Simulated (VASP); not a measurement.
Input of a VASP 6.6.1 run:

The input INCAR:

```
SYSTEM = AlGa3N4
ALGO = Normal
EDIFF = 1E-7
ENCUT = 520
ISIF = 2
ISMEAR = 0
LASPH = .TRUE.
LCHARG = .TRUE.
LELF = .TRUE.
LREAL = .FALSE.
LVHAR = .TRUE.
LWAVE = .FALSE.
NBANDS = 41
NELM = 100
PREC = Accurate
SIGMA = 0.05
```

KPOINTS

```
k-points
0
G
  6 6 6
  0 0 0
```

Contents of POSCAR:

```
AlGa3N4
1.0
    4.3824846439      0.0515716627      0.0515716627
    0.0515716627      4.3824846439      0.0515716627
    0.0515716627      0.0515716627      4.3824846439
Al Ga N
1 3 4
Direct
    0.0000000000      0.0000000000      0.0000000000
    0.5000000000      0.5000000000      0.0000000000
    0.5000000000      0.0000000000      0.5000000000
    0.0000000000      0.5000000000      0.5000000000
    0.7548078379      0.7548078379      0.2451921621
    0.7548078379      0.2451921621      0.7548078379
    0.2451921621      0.7548078379      0.7548078379
    0.2451921621      0.2451921621      0.2451921621
```

Potentials or basis: VASP PAW LDA potentials, release 64 (Al, Ga_d, N).

The run is started by

```console
$ cat potpaw_LDA.64/Al/POTCAR potpaw_LDA.64/Ga_d/POTCAR potpaw_LDA.64/N/POTCAR > POTCAR
$ mpirun -np 1 vasp_std > vasp.out
```

Task: Predict the pressure.

Result: 8.2 GPa.

Task: Predict the largest force.

Result: 0.489 eV/Å.

Task: Estimate the band gap on the k mesh.

Result: 2.69 eV.

Forces on the atoms (eV/Å):
```
Al   0.230  0.230  0.230
Ga   0.240  0.240  0.228
Ga   0.240  0.228  0.240
Ga   0.228  0.240  0.240
N   -0.208 -0.208 -0.239
N   -0.208 -0.239 -0.208
N   -0.239 -0.208 -0.208
N   -0.282 -0.282 -0.282
```

Caveat: the cell stands under pressure.
